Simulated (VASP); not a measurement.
# MgO (I4mm) in VASP: notebook, part 2 of 2

VASP 6.6.1.

### 3 Single point, PBEsol

INCAR reads:

```
PREC = Accurate ; ENCUT = 520
EDIFF = 1E-7 ; ISMEAR = 0
SIGMA = 0.05 ; LREAL = False
LASPH = True ; NELM = 100
ALGO = Normal ; ISIF = 2
LWAVE = False ; LCHARG = False
GGA = PS ; NBANDS = 11
```

KPOINTS reads:

```
Automatic mesh
0
Gamma
  10 10 10
```

POSCAR reads:

```
MgO
1.0
    0.0000000000      2.1602858632      2.1602858632
    2.1602858632      0.0000000000      2.1602858632
    2.1602858632      2.1602858632      0.0000000000
Mg O
1 1
Direct
    0.0252360405      0.0252360405     -0.0252360405
    0.4616624812      0.4616624812      0.5383375188
```

Potentials or basis: VASP PAW PBE potentials, release 64 (Mg, O).

Launch:

```
> cat potpaw_PBE.64/Mg/POTCAR potpaw_PBE.64/O/POTCAR > POTCAR
> mpirun -np 1 vasp_std > vasp.out
```

OUTCAR:

```text
PREC = Accurate
   ENCUT = 520
   EDIFF = 1E-7
   ISMEAR = 0
   LREAL = False
   LASPH = True
   NELM = 100
   ISIF = 2
   GGA = PS

 ion  position               nearest neighbor table
   1  0.025  0.025  0.975-   2 1.89   2 2.18   2 2.18   2 2.18   2 2.18   2 2.43
   2  0.462  0.462  0.538-   1 1.89   1 2.18   1 2.18   1 2.18   1 2.18   1 2.43

  LATTYP: Found a face centered cubic cell.
 ALAT       =     4.3205717264

  Lattice vectors:

 A1 = (   0.0000000000,   2.1602858632,   2.1602858632)
 A2 = (   2.1602858632,   0.0000000000,   2.1602858632)
 A3 = (   2.1602858632,   2.1602858632,   0.0000000000)

Analysis of symmetry for initial positions (statically):
=====================================================================
 Subroutine PRICEL returns:
 Original cell was already a primitive cell.

 Routine SETGRP: Setting up the symmetry group for a
 face centered cubic supercell.

 Subroutine GETGRP returns: Found  8 space group operations
 (whereof  8 operations were pure point group operations)
 out of a pool of 48 trial point group operations.

The static configuration has the point symmetry C_4v.

Analysis of symmetry for dynamics (positions and initial velocities):
=====================================================================
 Subroutine PRICEL returns:
 Original cell was already a primitive cell.

 Routine SETGRP: Setting up the symmetry group for a
 face centered cubic supercell.

 Subroutine GETGRP returns: Found  8 space group operations
 (whereof  8 operations were pure point group operations)
 out of a pool of 48 trial point group operations.

The dynamic configuration has the point symmetry C_4v.

 Subroutine INISYM returns: Found  8 space group operations
 (whereof  8 operations are pure point group operations),
 and found     1 'primitive' translations

----------------------------------------------------------------------------------------

                                     Primitive cell

  volume of cell :      20.1634

  direct lattice vectors                    reciprocal lattice vectors
     0.000000000  2.160285863  2.160285863    -0.231450850  0.231450850  0.231450850
[... 117 lines left out ...]
 non-spin polarized calculation
 Gauss-broadening in eV      SIGMA  =   0.05
  energy-cutoff  :      520.00
  volume of cell :       20.16
 maximum number of plane-waves:       552
   NGX = 11   NGY = 11   NGZ = 11

 number of electron       7.9999999 magnetization

 Free energy of the ion-electron system (eV)
  ---------------------------------------------------
  ext. energy  EPLUGINS =         0.00000000
  ---------------------------------------------------
  free energy    TOTEN  =       -12.27816938 eV

  energy without entropy =      -12.27816938  energy(sigma->0) =      -12.27816938

 E-fermi :   2.7444     XC(G=0): -10.9194

 val. band max:        2.4576339441   @ k =   0.0000   0.0000   0.0000
 cond. band min:       6.3872284201   @ k =   0.0000   0.0000   0.0000
 fundamental gap:      3.9295944761
 Fermi energy:         2.7443937129

 k-point     1 :       0.0000    0.0000    0.0000
  band No.  band energies     occupation
      1     -14.3485      2.00000
      2       2.3656      2.00000
      3       2.4576      2.00000
      4       2.4576      2.00000
      5       6.3872      0.00000
      6      17.8394      0.00000
      7      17.9738      0.00000
      8      17.9738      0.00000
      9      21.2240      0.00000
     10      23.2141      0.00000
     11      23.3316      0.00000
[... 309 lines left out ...]
 k-point    24 :       0.0000   -0.1000    0.1000
  band No.  band energies     occupation
      1     -14.1102      2.00000
      2       1.0975      2.00000
      3       2.1559      2.00000
      4       2.3427      2.00000
      5       7.7977      0.00000
      6      15.4928      0.00000
      7      17.9815      0.00000
      8      18.5821      0.00000
      9      21.3020      0.00000
     10      22.5424      0.00000
     11      24.0338      0.00000

 [... further k-points ...]

------------------------ aborting loop because EDIFF is reached ----------------------------------------

  FORCE on cell =-STRESS in cart. coord.  units (eV):
  Direction    XX          YY          ZZ          XY          YZ          ZX
  --------------------------------------------------------------------------------------
  -------------------------------------------------------------------------------------
  Total       -1.4480705     -1.4480705      1.2502436      0.0000000      0.0000000      0.0000000
  in kB     -115.0632441   -115.0632441     99.3439772      0.0000000      0.0000000      0.0000000
  external PRESSURE =     -43.5941704 kB  Pullay stress =       0.0000000 kB

 VOLUME and BASIS-vectors are now :
 -----------------------------------------------------------------------------
  energy-cutoff  :      520.00
  volume of cell :       20.16
      direct lattice vectors                 reciprocal lattice vectors
     0.000000000  2.160285863  2.160285863    -0.231450850  0.231450850  0.231450850
     2.160285863  0.000000000  2.160285863     0.231450850 -0.231450850  0.231450850
     2.160285863  2.160285863  0.000000000     0.231450850  0.231450850 -0.231450850

 POSITION                                       TOTAL-FORCE (eV/Angst)
 -----------------------------------------------------------------------------------
      2.16029      2.16029      0.10903         0.000000      0.000000     -1.676786
      2.16029      2.16029      1.99465         0.000000      0.000000      1.676786
 -----------------------------------------------------------------------------------
    total drift:                               -0.000000     -0.000000      0.000249

  FREE ENERGIE OF THE ION-ELECTRON SYSTEM (eV)
  ---------------------------------------------------
  free  energy   TOTEN  =       -12.2781693803 eV

  energy  without entropy=      -12.2781693803  energy(sigma->0) =      -12.27816938
```

Wall time 21 s (1 thread of Intel Xeon 8259CL, shared host); peak memory 0.16 GiB.

What came out:

```
Free energy            : -12.2782 eV
Pressure               : -4.4 GPa
Largest force          : 1.677 eV/Å
Band gap on the k mesh : 3.93 eV, direct
```

Forces in eV/Å, atoms in the order of the input:
```
Mg   0.000  0.000 -1.677
O    0.000  0.000  1.677
```

Caveat: the PAW data sets were made with another functional, which shifts forces and pressure a little. As with any semilocal functional, this PBEsol gap is likely too small.
